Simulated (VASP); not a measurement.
Input of a VASP 6.6.1 run:

Contents of INCAR:

```
SYSTEM = TiMoSe4
PREC = Accurate ; ENCUT = 600
EDIFF = 1E-6 ; ISMEAR = 0
SIGMA = 0.15 ; LREAL = .False.
LASPH = .True. ; NELM = 150
ALGO = Normal ; ISIF = 3
LWAVE = .False. ; LCHARG = .False.
ISPIN = 2 ; MAGMOM = 1 1 0 0 0 0
LORBIT = 11 ; LMAXMIX = 4
GGA = PE ; IBRION = 2
NSW = 36 ; EDIFFG = -0.08
```

The input KPOINTS:

```
Automatic mesh
0
Gamma
  2 2 2
  0 0 0
```

File POSCAR:

```
TiMoSe4
1.0
    5.2658427800      0.0000000000      0.0000000000
    0.0000000000      5.2658427800      0.0000000000
    0.0000000000      0.0000000000      5.2658427800
Ti Mo Se
1 1 4
Direct
    0.0000000000      0.0000000000      0.0000000000
    0.5000000000      0.5000000000      0.5000000000
    0.7517169200      0.7517169200      0.7517169200
    0.2482830800      0.2482830800      0.7517169200
    0.2482830800      0.7517169200      0.2482830800
    0.7517169200      0.2482830800      0.2482830800
```

Potentials or basis: VASP PAW PBE potentials, release 64 (Ti_sv, Mo_sv, Se).

The run is started by

```sh
$ cat potpaw_PBE.64/Ti_sv/POTCAR potpaw_PBE.64/Mo_sv/POTCAR potpaw_PBE.64/Se/POTCAR > POTCAR
$ mpirun -np 1 vasp_std > vasp.out
```

Question: Estimate the relaxed volume.

Answer: 27.64 Å³/atom.

Question: Estimate the relaxed cell.

Answer: a = 5.494 Å, b = 5.494 Å, c = 5.494 Å, α = 90.00°, β = 90.00°, γ = 90.00°.

Question: Estimate the space group after relaxing (to 0.1 Å).

Answer: P-43m (No. 215).

Forces in eV/Å, atoms in the order of the input:
```
Ti   0.000  0.000  0.000
Mo   0.000  0.000  0.000
Se   0.005  0.005  0.005
Se  -0.005 -0.005  0.005
Se  -0.005  0.005 -0.005
Se   0.005 -0.005 -0.005
```

Caveat: the k points lie up to 0.57 Å⁻¹ apart in the final cell, too coarse for converged energies and pressures of a metal.
